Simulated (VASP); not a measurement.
Here is a VASP 6.6.1 calculation.

File INCAR:

```
SYSTEM = BN
PREC     = Accurate       ! precision mode
ENCUT    = 520            ! plane-wave cutoff, eV
EDIFF    = 1E-6           ! SCF threshold, eV
ISMEAR   = 0              ! smearing method
SIGMA    = 0.05           ! smearing width, eV
LREAL    = .FALSE.        ! projectors in reciprocal space
LASPH    = .TRUE.         ! aspherical terms in the spheres
NELM     = 100            ! most SCF steps
ALGO     = Normal         ! electronic algorithm
ISIF     = 2              ! what is computed and relaxed
LWAVE    = .FALSE.        ! write WAVECAR
LCHARG   = .FALSE.        ! write CHGCAR
GGA      = PE             ! functional
IVDW     = 12             ! dispersion correction
NBANDS   = 11             ! bands
```

The input KPOINTS:

```
Automatic mesh
0
G
  12 12 12
  0 0 0
```

The input POSCAR:

```
BN
1.0
    0.0000000000      3.4953158300      2.1335998714
    1.2516321000      0.0000000000      2.1335998714
    1.2516321000      3.4953158300      0.0000000000
B N
1 1
Direct
    0.0000486500      0.0000486500      0.9999513500
    0.6666513400      0.6666513400      0.3333486600
```

Potentials or basis: VASP PAW PBE potentials, release 64 (B, N).

The run is started by

```sh
$ cat potpaw_PBE.64/B/POTCAR potpaw_PBE.64/N/POTCAR > POTCAR
$ mpirun -np 1 vasp_std > vasp.out
```

**Question.** What does it give for the band gap on the k mesh?

**Answer.** 3.96 eV, indirect (least direct gap 4.60 eV).

**Question.** Estimate the dispersion energy per atom.

**Answer.** -0.135 eV.

**Question.** Predict the largest force.

**Answer.** 0.237 eV/Å.

Stress tensor (GPa, compression positive):
```
 4.42  0.00  0.00
 0.00 -1.27  0.00
 0.00  0.00 15.79
```

Caveat: the cell differs from its parent crystal (strain +0.000 along x and y, -0.015 along z). A k mesh can miss the band edges.
